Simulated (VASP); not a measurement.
# Hf4F3 (Cm) in VASP: a series of runs

Hf4F3 is run at these levels: PBE; tasks: single point.

Everything below comes from runs of VASP 6.6.1. Logs are shortened: lines on timing, memory, paths and dates and some standing lists are left out, and cuts for length are marked.

## (1) The cell of the first run

The typed cell holds 7 atoms: a = 3.155 Å, b = 3.155 Å, c = 13.756 Å, α = 90.04°, β = 90.04°, γ = 60.00°.

## (2) Single point, PBE (16.94 Å³/atom)

Input file INCAR:

```
SYSTEM = Hf4F3
PREC     = Accurate       ! precision mode
ENCUT    = 520            ! plane-wave cutoff, eV
EDIFF    = 1E-7           ! SCF threshold, eV
ISMEAR   = 0              ! smearing method
SIGMA    = 0.1            ! smearing width, eV
LREAL    = .False.        ! projectors in reciprocal space
LASPH    = .True.         ! aspherical terms in the spheres
NELM     = 60             ! most SCF steps
ALGO     = Normal         ! electronic algorithm
ISIF     = 2              ! what is computed and relaxed
LWAVE    = .False.        ! write WAVECAR
LCHARG   = .False.        ! write CHGCAR
GGA      = PE             ! functional
NBANDS   = 40             ! bands
```

Input file KPOINTS:

```
regular mesh
0
Gamma
  12 12 2
  0 0 0
```

Input file POSCAR:

```
Hf4F3
1.0
    2.7324673258     -1.5776396617      0.0283269954
    2.7324673258      1.5776396617      0.0283269954
   -0.1532739332      0.0000000000     13.7549261922
Hf F
4 3
Direct
    0.8567187684      0.8567187684      0.8537990020
    0.1904465853      0.1904465853      0.1364007027
    0.5240132851      0.5240132851      0.3087103133
    0.5231251638      0.5231251638      0.6794201628
    0.8569368677      0.8569368677      0.0338669796
    0.1907975701      0.1907975701      0.4098638646
    0.8563273061      0.8563273061      0.5779389754
```

Potentials or basis: VASP PAW PBE potentials, release 64 (Hf_pv, F).

Started as:

```sh
> cat potpaw_PBE.64/Hf_pv/POTCAR potpaw_PBE.64/F/POTCAR > POTCAR
> mpirun -np 1 vasp_std > vasp.out
```

OUTCAR:

```text
SYSTEM = Hf4F3
   PREC = Accurate
   ENCUT = 520
   EDIFF = 1E-7
   ISMEAR = 0
   LREAL = .False.
   LASPH = .True.
   NELM = 60
   ISIF = 2
   GGA = PE

 ion  position               nearest neighbor table
   1  0.857  0.857  0.854-   5 2.48   4 3.01   4 3.01   4 3.01
   2  0.190  0.190  0.136-   5 2.30   5 2.30   5 2.30   3 2.99   3 2.99   3 2.99
   3  0.524  0.524  0.309-   6 2.29   6 2.29   6 2.29   2 2.99   2 2.99   2 2.99
   4  0.523  0.523  0.679-   7 2.29   7 2.29   7 2.30   1 3.01   1 3.01   1 3.01
   5  0.857  0.857  0.034-   2 2.30   2 2.30   2 2.30   1 2.48
   6  0.191  0.191  0.410-   3 2.29   3 2.29   3 2.29
   7  0.856  0.856  0.578-   4 2.29   4 2.29   4 2.30

  LATTYP: Found a base centered monoclinic cell.
 ALAT       =     5.4652283046
 B/A-ratio  =     0.5773371482
 C/A-ratio  =     2.5169634973
 COS(beta)  =    -0.0007762935

  Lattice vectors:

 A1 = (   2.7324673258,  -1.5776396617,   0.0283269954)
 A2 = (   2.7324673258,   1.5776396617,   0.0283269954)
 A3 = (  -0.1532739332,   0.0000000000,  13.7549261922)

Analysis of symmetry for initial positions (statically):
=====================================================================
 Subroutine PRICEL returns:
 Original cell was already a primitive cell.

 Routine SETGRP: Setting up the symmetry group for a
 base centered monoclinic supercell.

 Subroutine GETGRP returns: Found  2 space group operations
 (whereof  2 operations were pure point group operations)
 out of a pool of  4 trial point group operations.

The static configuration has the point symmetry C_1h.

Analysis of symmetry for dynamics (positions and initial velocities):
=====================================================================
 Subroutine PRICEL returns:
 Original cell was already a primitive cell.

 Routine SETGRP: Setting up the symmetry group for a
 base centered monoclinic supercell.

 Subroutine GETGRP returns: Found  2 space group operations
 (whereof  2 operations were pure point group operations)
 out of a pool of  4 trial point group operations.

The dynamic configuration has the point symmetry C_1h.

 Subroutine INISYM returns: Found  2 space group operations
 (whereof  2 operations are pure point group operations),
 and found     1 'primitive' translations

[... 106 lines left out ...]
   EDIFFG = 0.1E-05   stopping-criterion for IOM
   NSW    =      0    number of steps for IOM
   IBRION =     -1    ionic relax: 0-MD 1-quasi-New 2-CG
   NFREE  =      0    steps in history (QN), initial steepest desc. (CG)
   ISIF   =      2    stress and relaxation
   ISYM   =      2    0-nonsym 1-usesym 2-fastsym
   POTIM  = 0.5000    time-step for ionic-motion
   TEBEG  =    0.0;   TEEND  =   0.0 temperature during run
   PSTRESS=    0.0 pullay stress
   NELECT =      61.0000    total number of electrons
   NUPDOWN=      -1.0000    fix difference up-down
   EMIN   =  10.00;   EMAX   =-10.00  energy-range for DOS
   EFERMI =   0.00;   METHOD = LEGACY
   ISMEAR =     0;   SIGMA  =   0.10  broadening in eV -4-tet -1-fermi 0-gaus
   EFERMI_NEDOS =   21; number of points for ismear=-14 and -15
   IALGO  =     38    algorithm
   IMIX   =      4    mixing-type and parameters
     AMIX     =   0.40;   BMIX     =  1.00
     AMIX_MAG =   1.60;   BMIX_MAG =  1.00
  volume/ion in A,a.u.               =      16.94       114.34
  Fermi-wavevector in a.u.,A,eV,Ry     =   1.311649  2.478658 23.407785  1.720424
  Thomas-Fermi vector in A             =   2.442096
   LORBIT       =      0    0 simple, 1 ext, 2 COOP (PROOUT), +10 PAW based schemes
   GGA     = PE    functional components
   LHFCALC =     F    Hartree Fock is set to
   AEXX    =    0.0000 exact exchange contribution
   IVDW    =     0    specifies the selected vdW correction
   LEPSILON=     F    determine dielectric tensor
   LRPA    =     F    only Hartree local field effects (RPA)
 non-spin polarized calculation
 Gauss-broadening in eV      SIGMA  =   0.10
  energy-cutoff  :      520.00
  volume of cell :      118.60
 maximum number of plane-waves:      3218
   NGX = 11   NGY = 11   NGZ = 51

 number of electron      60.9999987 magnetization

 Free energy of the ion-electron system (eV)
  ---------------------------------------------------
  ext. energy  EPLUGINS =         0.00000000
  ---------------------------------------------------
  free energy    TOTEN  =       -57.12682656 eV

  energy without entropy =      -57.09738287  energy(sigma->0) =      -57.11210472

 E-fermi :   4.8785     XC(G=0): -10.7336

 val. band max:        4.8706573277   @ k =  -0.3333   0.1667   0.5000
 cond. band min:       4.8791195374   @ k =   0.4167   0.3333   0.0000
 fundamental gap:      0.0084622098
 Fermi energy:         4.8785137543

 k-point     1 :       0.0000    0.0000    0.0000
  band No.  band energies     occupation
      1     -27.0558      2.00000
      2     -26.6566      2.00000
      3     -26.4732      2.00000
      4     -26.2762      2.00000
      5     -26.2760      2.00000
      6     -26.1219      2.00000
[... 1021 lines left out ...]
     39       8.9730      0.00000
     40       9.2956      0.00000

 [... further k-points ...]

------------------------ aborting loop because EDIFF is reached ----------------------------------------

  FORCE on cell =-STRESS in cart. coord.  units (eV):
  Direction    XX          YY          ZZ          XY          YZ          ZX
  --------------------------------------------------------------------------------------
  -------------------------------------------------------------------------------------
  Total        1.2959761      1.2966162      1.0326084      0.0000000      0.0000000      0.0106913
  in kB       17.5067830     17.5154298     13.9490622      0.0000000      0.0000000      0.1444235
  external PRESSURE =      16.3237583 kB  Pullay stress =       0.0000000 kB

 VOLUME and BASIS-vectors are now :
 -----------------------------------------------------------------------------
  energy-cutoff  :      520.00
  volume of cell :      118.60
      direct lattice vectors                 reciprocal lattice vectors
     2.732467326 -1.577639662  0.028326995     0.182963669 -0.316929152  0.002038801
     2.732467326  1.577639662  0.028326995     0.182963669  0.316929152  0.002038801
    -0.153273933  0.000000000 13.754926192    -0.000753593  0.000000000  0.072692829

 POSITION                                       TOTAL-FORCE (eV/Angst)
 -----------------------------------------------------------------------------------
      4.55105      0.00000     11.79248         0.000309      0.000000     -0.009973
      1.01987      0.00000      1.88697         0.000347      0.000000     -0.060260
      2.81638      0.00000      4.27598        -0.000693      0.000000      0.064431
      2.75471      0.00000      9.37501         0.000553      0.000000     -0.071898
      4.67791      0.00000      0.51439        -0.000792      0.000000      0.077254
      0.97987      0.00000      5.64846         0.000913      0.000000     -0.126423
      4.59119      0.00000      7.99802        -0.000638      0.000000      0.126869
 -----------------------------------------------------------------------------------
    total drift:                                0.000733      0.000000      0.000042

  FREE ENERGIE OF THE ION-ELECTRON SYSTEM (eV)
  ---------------------------------------------------
  free  energy   TOTEN  =       -57.1268265605 eV

  energy  without entropy=      -57.0973828736  energy(sigma->0) =      -57.11210472
```

OSZICAR:

```text
N       E                     dE             d eps       ncg     rms          rms(c)
DAV:   1     0.345273173739E+03    0.34527E+03   -0.34255E+04  6904   0.147E+03
DAV:   2    -0.381241678403E+02   -0.38340E+03   -0.36876E+03  8056   0.383E+02
DAV:   3    -0.609716713950E+02   -0.22848E+02   -0.22319E+02  8728   0.729E+01
DAV:   4    -0.613761528400E+02   -0.40448E+00   -0.40182E+00  8544   0.103E+01
[... 19 lines left out ...]
DAV:  24    -0.571268297748E+02   -0.44880E-05   -0.38886E-05  8584   0.284E-02    0.707E-02
DAV:  25    -0.571268291074E+02    0.66740E-06   -0.98010E-07  8968   0.440E-03    0.612E-02
DAV:  26    -0.571268265308E+02    0.25766E-05   -0.11286E-05  8624   0.225E-02    0.170E-02
DAV:  27    -0.571268265314E+02   -0.54479E-09   -0.16337E-06  8128   0.645E-03    0.697E-03
DAV:  28    -0.571268265605E+02   -0.29141E-07   -0.91788E-08  5384   0.190E-03
   1 F= -.57126827E+02 E0= -.57112105E+02  d E =-.294437E-01
```

It took 18 min on 1 thread of Intel Xeon 8259CL, shared host; peak memory 0.45 GiB.

What came out:

```
Free energy            : -57.1268 eV
Pressure               : 1.6 GPa
Largest force          : 0.127 eV/Å
Band gap on the k mesh : zero (an odd number of electrons rules out a gap without spin polarisation)
```

Forces on the atoms (eV/Å):
```
Hf   0.000  0.000 -0.010
Hf   0.000  0.000 -0.060
Hf  -0.001  0.000  0.064
Hf   0.001  0.000 -0.072
F   -0.001  0.000  0.077
F    0.001  0.000 -0.126
F   -0.001  0.000  0.127
```

Caveat: spin-orbit coupling is left out, which moves the levels of the heavy elements; an odd number of electrons without spin polarisation forces a metal; a magnetic or distorted state may lie lower.

## (3) Single point, PBE

This run uses another cell than the first one, of 18.62 Å³/atom.

Input file INCAR:

```
PREC = Accurate ; ENCUT = 520
EDIFF = 1E-6 ; ISMEAR = 0
SIGMA = 0.1 ; LREAL = False
LASPH = True ; NELM = 100
ALGO = Normal ; ISIF = 2
LWAVE = False ; LCHARG = False
GGA = PE ; NBANDS = 40
```

Input file KPOINTS:

```
regular mesh
0
Gamma
  12 12 2
```

Input file POSCAR:

```
Hf4F3
1.0
    2.7554722408     -1.5913111173      0.0006546719
    2.7554722408      1.5913111173      0.0006546719
   -0.3033802208      0.0000000000     14.8619771250
Hf F
4 3
Direct
    0.8489734164      0.8489734164      0.8535928269
    0.1974988734      0.1974988734      0.1337576474
    0.5395794937      0.5395794937      0.2934043248
    0.5068311811      0.5068311811      0.6923749861
    0.8591089085      0.8591089085      0.0413786934
    0.2112577379      0.2112577379      0.3873116536
    0.8351159355      0.8351159355      0.5981798680
```

Potentials or basis: VASP PAW PBE potentials, release 64 (Hf_pv, F).

Started as:

```sh
> cat potpaw_PBE.64/Hf_pv/POTCAR potpaw_PBE.64/F/POTCAR > POTCAR
> mpirun -np 1 vasp_std > vasp.out
```

OUTCAR:

```text
PREC = Accurate
   ENCUT = 520
   EDIFF = 1E-6
   ISMEAR = 0
   LREAL = False
   LASPH = True
   NELM = 100
   ISIF = 2
   GGA = PE

 ion  position               nearest neighbor table
   1  0.849  0.849  0.854-   5 2.79   4 3.02   4 3.02   4 3.02
   2  0.197  0.197  0.134-   5 2.29   5 2.29   5 2.29   3 3.00   3 3.00   3 3.00
   3  0.540  0.540  0.293-   6 2.31   6 2.31   6 2.31   2 3.00   2 3.00   2 3.00
   4  0.507  0.507  0.692-   7 2.31   7 2.31   7 2.31   1 3.02   1 3.02   1 3.02
   5  0.859  0.859  0.041-   2 2.29   2 2.29   2 2.29   1 2.79
   6  0.211  0.211  0.387-   3 2.31   3 2.31   3 2.31
   7  0.835  0.835  0.598-   4 2.31   4 2.31   4 2.31

  LATTYP: Found a base centered monoclinic cell.
 ALAT       =     5.5109446371
 B/A-ratio  =     0.5775093825
 C/A-ratio  =     2.6973730021
 COS(beta)  =    -0.0201713879

  Lattice vectors:

 A1 = (   2.7554722408,  -1.5913111173,   0.0006546719)
 A2 = (   2.7554722408,   1.5913111173,   0.0006546719)
 A3 = (  -0.3033802208,   0.0000000000,  14.8619771250)

Analysis of symmetry for initial positions (statically):
=====================================================================
 Subroutine PRICEL returns:
 Original cell was already a primitive cell.

 Routine SETGRP: Setting up the symmetry group for a
 base centered monoclinic supercell.

 Subroutine GETGRP returns: Found  2 space group operations
 (whereof  2 operations were pure point group operations)
 out of a pool of  4 trial point group operations.

The static configuration has the point symmetry C_1h.

Analysis of symmetry for dynamics (positions and initial velocities):
=====================================================================
 Subroutine PRICEL returns:
 Original cell was already a primitive cell.

 Routine SETGRP: Setting up the symmetry group for a
 base centered monoclinic supercell.

 Subroutine GETGRP returns: Found  2 space group operations
 (whereof  2 operations were pure point group operations)
 out of a pool of  4 trial point group operations.

[... 133 lines left out ...]
  Thomas-Fermi vector in A             =   2.404010
   LORBIT       =      0    0 simple, 1 ext, 2 COOP (PROOUT), +10 PAW based schemes
   GGA     = PE    functional components
   LHFCALC =     F    Hartree Fock is set to
   AEXX    =    0.0000 exact exchange contribution
   IVDW    =     0    specifies the selected vdW correction
   LEPSILON=     F    determine dielectric tensor
   LRPA    =     F    only Hartree local field effects (RPA)
 non-spin polarized calculation
 Gauss-broadening in eV      SIGMA  =   0.10
  energy-cutoff  :      520.00
  volume of cell :      130.33
 maximum number of plane-waves:      3539
   NGX = 11   NGY = 11   NGZ = 55

 number of electron      60.9999993 magnetization

 Free energy of the ion-electron system (eV)
  ---------------------------------------------------
  ext. energy  EPLUGINS =         0.00000000
  ---------------------------------------------------
  free energy    TOTEN  =       -57.17945669 eV

  energy without entropy =      -57.15188435  energy(sigma->0) =      -57.16567052

 E-fermi :   4.0828     XC(G=0): -10.1147

 val. band max:        4.0711393691   @ k =   0.4167   0.3333   0.5000
 cond. band min:       4.0890428501   @ k =  -0.3333   0.2500   0.0000
 fundamental gap:      0.0179034810
 Fermi energy:         4.0828346491

 k-point     1 :       0.0000    0.0000    0.0000
  band No.  band energies     occupation
      1     -27.8776      2.00000
      2     -27.4719      2.00000
      3     -27.3143      2.00000
      4     -27.1698      2.00000
      5     -27.1694      2.00000
      6     -27.0054      2.00000
[... 1021 lines left out ...]
     39       7.9915      0.00000
     40       8.4152      0.00000

 [... further k-points ...]

------------------------ aborting loop because EDIFF is reached ----------------------------------------

  FORCE on cell =-STRESS in cart. coord.  units (eV):
  Direction    XX          YY          ZZ          XY          YZ          ZX
  --------------------------------------------------------------------------------------
  -------------------------------------------------------------------------------------
  Total       -0.8284048     -0.8284423     -0.9302883      0.0000000      0.0000000      0.0017258
  in kB      -10.1834136    -10.1838738    -11.4358464      0.0000000      0.0000000      0.0212153
  external PRESSURE =     -10.6010446 kB  Pullay stress =       0.0000000 kB

 VOLUME and BASIS-vectors are now :
 -----------------------------------------------------------------------------
  energy-cutoff  :      520.00
  volume of cell :      130.33
      direct lattice vectors                 reciprocal lattice vectors
     2.755472241 -1.591311117  0.000654672     0.181456219 -0.314206314  0.003704099
     2.755472241  1.591311117  0.000654672     0.181456219  0.314206314  0.003704099
    -0.303380221  0.000000000 14.861977125    -0.000015986  0.000000000  0.067285472

 POSITION                                       TOTAL-FORCE (eV/Angst)
 -----------------------------------------------------------------------------------
      4.41968      0.00000     12.68719         0.000157      0.000000     -0.040226
      1.04783      0.00000      1.98816        -0.000035      0.000000     -0.059781
      2.88458      0.00000      4.36127         0.000169      0.000000      0.062273
      2.58307      0.00000     10.29072         0.000170      0.000000     -0.067634
      4.72195      0.00000      0.61609        -0.000242      0.000000      0.105189
      1.04673      0.00000      5.75649        -0.000287      0.000000     -0.124902
      4.42080      0.00000      8.89123         0.000068      0.000000      0.125081
 -----------------------------------------------------------------------------------
    total drift:                               -0.000901      0.000000     -0.000294

  FREE ENERGIE OF THE ION-ELECTRON SYSTEM (eV)
  ---------------------------------------------------
  free  energy   TOTEN  =       -57.1794566893 eV

  energy  without entropy=      -57.1518843489  energy(sigma->0) =      -57.16567052
```

Run time: 20 min. Hardware: 1 thread of Intel Xeon 8259CL, shared host; peak memory 0.48 GiB.

Results:

| Quantity | Value |
| --- | --- |
| Free energy | -57.1795 eV |
| Pressure | -1.1 GPa |
| Largest force | 0.125 eV/Å |
| Band gap on the k mesh | zero (an odd number of electrons rules out a gap without spin polarisation) |

Forces in eV/Å, atoms in the order of the input:
```
Hf   0.000  0.000 -0.040
Hf   0.000  0.000 -0.060
Hf   0.000  0.000  0.062
Hf   0.000  0.000 -0.068
F    0.000  0.000  0.105
F    0.000  0.000 -0.125
F    0.000  0.000  0.125
```

Caveat: spin-orbit coupling is left out, which moves the levels of the heavy elements; an odd number of electrons without spin polarisation forces a metal; a magnetic or distorted state may lie lower.
